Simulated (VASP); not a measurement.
# Ge4P in VASP: further runs

The runs below take Ge4P through single point, with PBE.

All numbers are computed with VASP 6.6.1; they aren't measurements. Logs are shortened: lines on timing, memory, paths and dates and some standing lists are left out, and cuts for length are marked.

### 1 The cell of the first run

Symmetry: I4/mmm, No. 139, tetragonal system. Conventional cell: a = 5.013 Å, b = 5.013 Å, c = 7.843 Å, α = 90.00°, β = 90.00°, γ = 90.00°. Within 3.3 Å of Ge (site symmetry 4mm) lie 1 P at 2.51 Å and 5 Ge at 2.81 to 2.87 Å. Within 3.3 Å of Ge (site symmetry mmm) lie 2 P at 2.51 Å and 4 Ge at 2.87 Å. Within 3.3 Å of P (site symmetry 4/mmm) lie 6 Ge at 2.51 Å.

### 2 Single point, PBE

Contents of INCAR:

```
SYSTEM = Ge4P
ALGO = Normal
EDIFF = 1E-7
ENCUT = 520
GGA = PE
ISIF = 2
ISMEAR = 0
LASPH = .True.
LCHARG = .True.
LELF = .True.
LREAL = .False.
LVHAR = .True.
LWAVE = .False.
NBANDS = 38
NELM = 100
PREC = Accurate
SIGMA = 0.1
```

Contents of KPOINTS:

```
k-points
0
Gamma
  10 10 10
  0 0 0
```

Contents of POSCAR:

```
Ge4P
1.0
   -2.5067460599      2.5067460599      3.9215346584
    2.5067460599     -2.5067460599      3.9215346584
    2.5067460599      2.5067460599     -3.9215346584
Ge P
4 1
Direct
    0.6794203757      0.6794203757      0.0000000000
    0.3205796243      0.3205796243      0.0000000000
    0.0000000000      0.5000000000      0.5000000000
    0.5000000000      0.0000000000      0.5000000000
    0.0000000000      0.0000000000      0.0000000000
```

Potentials or basis: VASP PAW PBE potentials, release 64 (Ge_d, P).

Command:

```sh
$ cat potpaw_PBE.64/Ge_d/POTCAR potpaw_PBE.64/P/POTCAR > POTCAR
$ mpirun -np 1 vasp_std > vasp.out
```

OUTCAR:

```text
SYSTEM = Ge4P
   EDIFF = 1E-7
   ENCUT = 520
   GGA = PE
   ISIF = 2
   ISMEAR = 0
   LASPH = .True.
   LREAL = .False.
   NELM = 100
   PREC = Accurate

 ion  position               nearest neighbor table
   1  0.679  0.679  0.000-   5 2.51   2 2.81   4 2.87   3 2.87   4 2.87   3 2.87
   2  0.321  0.321  0.000-   5 2.51   1 2.81   3 2.87   4 2.87   3 2.87   4 2.87
   3  0.000  0.500  0.500-   5 2.51   5 2.51   1 2.87   1 2.87   2 2.87   2 2.87
   4  0.500  0.000  0.500-   5 2.51   5 2.51   1 2.87   1 2.87   2 2.87   2 2.87
   5  0.000  0.000  0.000-   3 2.51   4 2.51   3 2.51   4 2.51   1 2.51   2 2.51

  LATTYP: Found a body centered tetragonal cell.
 ALAT       =     5.0134921198
 C/A-ratio  =     1.5643924692

  Lattice vectors:

 A1 = (  -2.5067460599,   2.5067460599,   3.9215346584)
 A2 = (   2.5067460599,  -2.5067460599,   3.9215346584)
 A3 = (   2.5067460599,   2.5067460599,  -3.9215346584)

Analysis of symmetry for initial positions (statically):
=====================================================================
 Subroutine PRICEL returns:
 Original cell was already a primitive cell.

 Routine SETGRP: Setting up the symmetry group for a
 body centered tetragonal supercell.

 Subroutine GETGRP returns: Found 16 space group operations
 (whereof 16 operations were pure point group operations)
 out of a pool of 16 trial point group operations.

The static configuration has the point symmetry D_4h.

Analysis of symmetry for dynamics (positions and initial velocities):
=====================================================================
 Subroutine PRICEL returns:
 Original cell was already a primitive cell.

 Routine SETGRP: Setting up the symmetry group for a
 body centered tetragonal supercell.

 Subroutine GETGRP returns: Found 16 space group operations
 (whereof 16 operations were pure point group operations)
 out of a pool of 16 trial point group operations.

The dynamic configuration has the point symmetry D_4h.

 Subroutine INISYM returns: Found 16 space group operations
 (whereof 16 operations are pure point group operations),
 and found     1 'primitive' translations

----------------------------------------------------------------------------------------

                                     Primitive cell

  volume of cell :      98.5682

  direct lattice vectors                    reciprocal lattice vectors
    -2.506746060  2.506746060  3.921534658     0.000000000  0.199461768  0.127501104
[... 93 lines left out ...]
   LREAL  =      F    real-space projection
   EDIFFG = 0.1E-05   stopping-criterion for IOM
   NSW    =      0    number of steps for IOM
   IBRION =     -1    ionic relax: 0-MD 1-quasi-New 2-CG
   NFREE  =      0    steps in history (QN), initial steepest desc. (CG)
   ISIF   =      2    stress and relaxation
   ISYM   =      2    0-nonsym 1-usesym 2-fastsym
   POTIM  = 0.5000    time-step for ionic-motion
   TEBEG  =    0.0;   TEEND  =   0.0 temperature during run
   PSTRESS=    0.0 pullay stress
   NELECT =      61.0000    total number of electrons
   NUPDOWN=      -1.0000    fix difference up-down
   EMIN   =  10.00;   EMAX   =-10.00  energy-range for DOS
   EFERMI =   0.00;   METHOD = LEGACY
   ISMEAR =     0;   SIGMA  =   0.10  broadening in eV -4-tet -1-fermi 0-gaus
   EFERMI_NEDOS =   21; number of points for ismear=-14 and -15
   IALGO  =     38    algorithm
   IMIX   =      4    mixing-type and parameters
     AMIX     =   0.40;   BMIX     =  1.00
     AMIX_MAG =   1.60;   BMIX_MAG =  1.00
  volume/ion in A,a.u.               =      19.71       133.03
  Fermi-wavevector in a.u.,A,eV,Ry     =   1.395102  2.636360 26.481138  1.946309
  Thomas-Fermi vector in A             =   2.518586
   LORBIT       =      0    0 simple, 1 ext, 2 COOP (PROOUT), +10 PAW based schemes
   GGA     = PE    functional components
   LHFCALC =     F    Hartree Fock is set to
   AEXX    =    0.0000 exact exchange contribution
   IVDW    =     0    specifies the selected vdW correction
   LEPSILON=     F    determine dielectric tensor
   LRPA    =     F    only Hartree local field effects (RPA)
 non-spin polarized calculation
 Gauss-broadening in eV      SIGMA  =   0.10
  energy-cutoff  :      520.00
  volume of cell :       98.57
 maximum number of plane-waves:      2687
   NGX = 19   NGY = 19   NGZ = 19

 number of electron      61.0000003 magnetization

 Free energy of the ion-electron system (eV)
  ---------------------------------------------------
  ext. energy  EPLUGINS =         0.00000000
  ---------------------------------------------------
  free energy    TOTEN  =       -21.72112818 eV

  energy without entropy =      -21.70685308  energy(sigma->0) =      -21.71399063

 E-fermi :   6.1423     XC(G=0): -10.7581

 val. band max:        6.1264978339   @ k =   0.3000   0.3000  -0.0000
 cond. band min:       6.1429310650   @ k =   0.5000   0.2000   0.1000
 fundamental gap:      0.0164332311
 Fermi energy:         6.1422827778

 k-point     1 :       0.0000    0.0000    0.0000
  band No.  band energies     occupation
      1     -18.5944      2.00000
      2     -18.5656      2.00000
      3     -18.5545      2.00000
      4     -18.5522      2.00000
      5     -18.5522      2.00000
      6     -18.5441      2.00000
[... 973 lines left out ...]
     37      10.9457      0.00000
     38      11.2371      0.00000

 [... further k-points ...]

------------------------ aborting loop because EDIFF is reached ----------------------------------------

  FORCE on cell =-STRESS in cart. coord.  units (eV):
  Direction    XX          YY          ZZ          XY          YZ          ZX
  --------------------------------------------------------------------------------------
  -------------------------------------------------------------------------------------
  Total       -0.0246185     -0.0246185      0.0093956      0.0000000      0.0000000     -0.0000000
  in kB       -0.4001613     -0.4001613      0.1527201      0.0000000      0.0000000     -0.0000000
  external PRESSURE =      -0.2158675 kB  Pullay stress =       0.0000000 kB

 VOLUME and BASIS-vectors are now :
 -----------------------------------------------------------------------------
  energy-cutoff  :      520.00
  volume of cell :       98.57
      direct lattice vectors                 reciprocal lattice vectors
    -2.506746060  2.506746060  3.921534658     0.000000000  0.199461768  0.127501104
     2.506746060 -2.506746060  3.921534658     0.199461768  0.000000000  0.127501104
     2.506746060  2.506746060 -3.921534658     0.199461768  0.199461768  0.000000000

 POSITION                                       TOTAL-FORCE (eV/Angst)
 -----------------------------------------------------------------------------------
      0.00000      0.00000      5.32874        -0.000000     -0.000000      0.011806
      0.00000      0.00000      2.51433        -0.000000     -0.000000     -0.011806
      2.50675      0.00000      0.00000         0.000000      0.000000     -0.000000
      0.00000      2.50675      0.00000         0.000000      0.000000      0.000000
      0.00000      0.00000      0.00000         0.000000      0.000000      0.000000
 -----------------------------------------------------------------------------------
    total drift:                               -0.000000     -0.000000      0.000000

  FREE ENERGIE OF THE ION-ELECTRON SYSTEM (eV)
  ---------------------------------------------------
  free  energy   TOTEN  =       -21.7211281751 eV

  energy  without entropy=      -21.7068530822  energy(sigma->0) =      -21.71399063
```

OSZICAR:

```text
N       E                     dE             d eps       ncg     rms          rms(c)
DAV:   1     0.587527116940E+03    0.58753E+03   -0.29256E+04  9212   0.423E+03
DAV:   2     0.830463013730E+02   -0.50448E+03   -0.48874E+03  7752   0.924E+02
DAV:   3    -0.156562374547E+02   -0.98703E+02   -0.96101E+02  8570   0.217E+02
DAV:   4    -0.217654292685E+02   -0.61092E+01   -0.60447E+01  9194   0.600E+01
DAV:   5    -0.219170330811E+02   -0.15160E+00   -0.15147E+00  8754   0.107E+01    0.518E+00
DAV:   6    -0.217284235946E+02    0.18861E+00   -0.50119E-01 11028   0.701E+00    0.303E+00
DAV:   7    -0.217229360780E+02    0.54875E-02   -0.16715E-01  9924   0.393E+00    0.134E+00
DAV:   8    -0.217210517539E+02    0.18843E-02   -0.22042E-02 10366   0.241E+00    0.282E-01
DAV:   9    -0.217210474426E+02    0.43114E-05   -0.41795E-03  9840   0.115E+00    0.122E-01
DAV:  10    -0.217211041411E+02   -0.56699E-04   -0.82841E-04  9444   0.482E-01    0.834E-02
DAV:  11    -0.217211248877E+02   -0.20747E-04   -0.17457E-04  9498   0.309E-01    0.257E-02
DAV:  12    -0.217211276615E+02   -0.27738E-05   -0.36762E-05  9506   0.290E-01    0.127E-02
DAV:  13    -0.217211282930E+02   -0.63157E-06   -0.14330E-05 10882   0.405E-02    0.401E-03
DAV:  14    -0.217211282351E+02    0.57946E-07   -0.13973E-06  9500   0.241E-02    0.194E-03
DAV:  15    -0.217211281751E+02    0.59954E-07   -0.15494E-07  4794   0.317E-02
   1 F= -.21721128E+02 E0= -.21713991E+02  d E =-.142751E-01
```

stdout:

```text
POSCAR found type information on POSCAR GeP
 POSCAR found :  2 types and       5 ions
 scaLAPACK will be used
 LDA part: xc-table for (Slater+PW92), standard interpolation
 POSCAR, INCAR and KPOINTS ok, starting setup
 FFT: planning ... GRIDC
 FFT: planning ... GRID_SOFT
 FFT: planning ... GRID
 WAVECAR not read
 entering main loop
```

Wall time 6.3 min (1 thread of Intel Xeon Platinum 8375C at 2.90GHz (Ice Lake), shared host); peak memory 0.44 GiB.

What came out:

* Free energy: -21.7211 eV
* Pressure: 0.0 GPa
* Largest force: 0.012 eV/Å
* Band gap on the k mesh: zero (an odd number of electrons rules out a gap without spin polarisation)

Forces in eV/Å, atoms in the order of the input:
```
Ge   0.000  0.000  0.012
Ge   0.000  0.000 -0.012
Ge   0.000  0.000  0.000
Ge   0.000  0.000  0.000
P    0.000  0.000  0.000
```

### 3 Single point, PBE

This run uses another cell than the first one: it holds 10 atoms, not 5.

Contents of INCAR:

```
  PREC = Accurate
  ENCUT = 520
  EDIFF = 1E-7
  ISMEAR = 0
  SIGMA = 0.1
  LREAL = F
  LASPH = T
  NELM = 80
  ALGO = Normal
  ISIF = 2
  LWAVE = F
  LCHARG = T
  GGA = PE
  LELF = T
  LVHAR = T
  NBANDS = 72
```

Contents of KPOINTS:

```
Automatic mesh
0
Gamma
  4 4 4
```

Contents of POSCAR:

```
Ge4P
1.0
    3.9262828251     -3.5593120597      0.0000000000
    3.9262828251      3.5593120597      0.0000000000
    0.0000000000      0.0000000000      7.0905073832
Ge P
8 2
Direct
    0.6793607725      0.6793607725      0.0000000000
    0.1793607725      0.1793607725      0.5000000000
    0.3206392275      0.3206392275      0.0000000000
    0.8206392275      0.8206392275      0.5000000000
    0.2500683116      0.7499316884      0.7500612943
    0.7499316884      0.2500683116      0.2499387057
    0.7500683116      0.2499316884      0.7499387057
    0.2499316884      0.7500683116      0.2500612943
    0.0000000000      0.0000000000      0.0000000000
    0.5000000000      0.5000000000      0.5000000000
```

Potentials or basis: VASP PAW PBE potentials, release 64 (Ge_d, P).

Command:

```sh
$ cat potpaw_PBE.64/Ge_d/POTCAR potpaw_PBE.64/P/POTCAR > POTCAR
$ mpirun -np 1 vasp_std > vasp.out
```

It took 4.9 min on 1 thread of Intel Xeon Platinum 8375C at 2.90GHz (Ice Lake), shared host; peak memory 0.4 GiB.

It converged, with:

- Free energy: -43.4553 eV
- Pressure: -0.2 GPa
- Largest force: 0.028 eV/Å
- Band gap on the k mesh: zero (bands 61 and 62 overlap by 1.29 eV)

Forces on the atoms (eV/Å):
```
Ge   0.028  0.000  0.000
Ge   0.028  0.000  0.000
Ge  -0.028  0.000  0.000
Ge  -0.028  0.000  0.000
Ge   0.000  0.001 -0.001
Ge   0.000 -0.001  0.001
Ge   0.000  0.001  0.001
Ge   0.000 -0.001 -0.001
P    0.000  0.000  0.000
P    0.000  0.000  0.000
```

Stress tensor (GPa, compression positive):
```
-0.11  0.00  0.00
 0.00 -0.24  0.00
 0.00  0.00 -0.16
```

Levels at points of the mesh, in eV from the Fermi level:
```csv
k point,band 59,band 60,band 61,band 62,band 63,band 64,band 65,band 66
"(0.00, 0.00, 0.00)",-1.23,-1.19,-0.79,-0.58,-0.13,0.40,0.43,1.33
"(0.50, 0.00, 0.00)",-0.44,-0.44,-0.41,-0.41,0.50,0.50,2.53,2.53
"(0.50, 0.50, 0.00)",-0.10,0.38,0.42,0.57,1.35,1.55,1.73,2.24
"(0.00, 0.00, 0.50)",-2.11,-2.11,-0.74,-0.74,0.46,0.46,1.13,1.13
"(0.50, 0.00, 0.50)",-0.15,-0.15,0.22,0.22,0.99,0.99,1.31,1.31
"(0.50, 0.50, 0.50)",-0.55,-0.55,-0.40,-0.40,1.03,1.03,1.21,1.21
```

The gap in the log of VASP goes by the Fermi energy; the results here count the filled bands.